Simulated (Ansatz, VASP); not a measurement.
**One calculation of TiSi2, two programs**

```
CELL_PARAMETERS angstrom
0.00000 4.11752 4.17764
2.38951 0.00000 4.17764
2.38951 4.11752 0.00000
ATOMIC_POSITIONS crystal
Ti 0.75000 0.75000 0.75000
Ti 0.50000 0.50000 0.50000
Si 0.41257 0.08743 0.41257
Si 0.08743 0.41257 0.08743
Si 0.16257 0.83743 0.16257
Si 0.83743 0.16257 0.83743
```

Alike in both runs: functional PBE; k mesh 6 × 6 × 6; occupations fermi-dirac, width 0.05 eV; no spin polarisation.

|  | VASP | Ansatz |
| --- | --- | --- |
| version | VASP 6.6.1 | Ansatz 0.2.0 |
| potentials or method | VASP PAW PBE potentials, release 64 (Ti_sv, Si) | Ansatz PAW |
| plane-wave cutoff (eV) | 520 | 420 |
| valence electrons in the cell | 40 | 40 |
| task | single point | band structure |

|  | VASP | Ansatz | Ansatz less VASP |
| --- | --- | --- | --- |
| gap on the k mesh at the Fermi level (eV) | none | none | - |
| pressure (GPa) | 5.9 | 5.9 | +0.03 |
| traceless stress, the component that is largest in VASP (GPa) | 5.07 | 5.07 | -0.001 |
| rms of the force components (eV/Å) | 0.050 | 0.050 | +0.0005 |

Atom by atom the forces differ by 0.001 eV/Å (rms over components). A gap of «none» marks a metal or a gap that the smearing closes.
